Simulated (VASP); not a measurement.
Input of a VASP 6.6.1 run:

Contents of INCAR:

```
SYSTEM = Pt
  ALGO = Normal
  EDIFF = 1E-6
  ENCUT = 520
  GGA = CA
  ISIF = 2
  ISMEAR = -1
  LASPH = .TRUE.
  LCHARG = .FALSE.
  LREAL = .FALSE.
  LWAVE = .FALSE.
  NBANDS = 11
  NELM = 100
  PREC = Accurate
  SIGMA = 0.05
```

Contents of KPOINTS:

```
k-points
0
G
  12 12 12
  0 0 0
```

Contents of POSCAR:

```
Pt
1.0
    0.0000000000      1.9472607593      1.9472607593
    1.9472607593      0.0000000000      1.9472607593
    1.9472607593      1.9472607593      0.0000000000
Pt
1
Direct
    0.0000000000      0.0000000000      0.0000000000
```

Potentials or basis: VASP PAW LDA potentials, release 64 (Pt).

The run is started by

```sh
$ cat potpaw_LDA.64/Pt/POTCAR > POTCAR
$ mpirun -np 1 vasp_std > vasp.out
```

(1) What does it give for the pressure?

(2) Estimate the band gap on the k mesh.

## Answers

(1) 0.8 GPa.

(2) zero (band 5 reaches 12.08 eV, above the bottom of band 6 at 9.77 eV).

Caveat: spin-orbit coupling is left out, which moves the levels of the heavy elements.
